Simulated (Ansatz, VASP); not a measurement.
# One calculation of NaCl, two programs

Contents of INCAR:

```
ALGO = Normal ; EDIFF = 1E-6
ENCUT = 500 ; GGA = PS
GGA_COMPAT = False ; ISIF = 2
ISMEAR = 0 ; LASPH = True
LCHARG = False ; LREAL = False
LWAVE = False ; NBANDS = 14
NELM = 120 ; PREC = Accurate
SIGMA = 0.02
```

Contents of KPOINTS:

```
k-points
0
Gamma
  4 4 4
```

The input POSCAR:

```
NaCl
1.0
    0.0000000000      2.8008969589      2.8008969589
    2.8008969589      0.0000000000      2.8008969589
    2.8008969589      2.8008969589      0.0000000000
Na Cl
1 1
Direct
    0.0000000000      0.0000000000      0.0000000000
    0.5000000000      0.5000000000      0.5000000000
```

Input for Ansatz:

```yaml
crystal:
  lattice:
    - [0.0, 2.8008969589, 2.8008969589]
    - [2.8008969589, 0.0, 2.8008969589]
    - [2.8008969589, 2.8008969589, 0.0]
  atoms:
    - { symbol: Na, position: [0.0, 0.0, 0.0] }
    - { symbol: Cl, position: [0.5, 0.5, 0.5] }
basis:
  ecutwfc: 420
kpoints:
  mp_grid: { grid: [4, 4, 4] }
hamiltonian:
  xc: pbesol
  pseudopotentials: { kind: paw, azcp: { folder: soft_1 } }
scf:
  occupations: { method: gaussian, width: 0.02 }
output:
  forces: true
  stress: true
  eigenvalues: true
```

Alike in both runs: task single point; functional PBEsol; k mesh 4 × 4 × 4; occupations gaussian, width 0.02 eV; no spin polarisation.

|  | VASP | Ansatz |
| --- | --- | --- |
| version | VASP 6.6.1 | Ansatz 0.2.0 |
| potentials or method | VASP PAW PBE potentials, release 64 (Na_pv, Cl), cutoff 500 eV | scalar-relativistic, plane waves, PAW |
| valence electrons in the cell | 14 | 16 |

```tsv
	VASP	Ansatz	Ansatz less VASP
gap on the k mesh at the Fermi level (eV)	5.01	5.01	+0.006
least direct gap on the mesh (eV)	5.01	5.01	+0.006
pressure (GPa)	0.0	0.0	0.00
```

VASP's potentials were made for PBE, not for PBEsol, and Ansatz warns of the same on its side. The functional is the same, so the differences come from potentials, cutoffs and numerics. VASP's potentials hold 14 valence electrons a cell and Ansatz's 16, so a difference there can come from the potentials and not from the codes.

The k mesh is coarse, so the values compare programs but aren't converged.
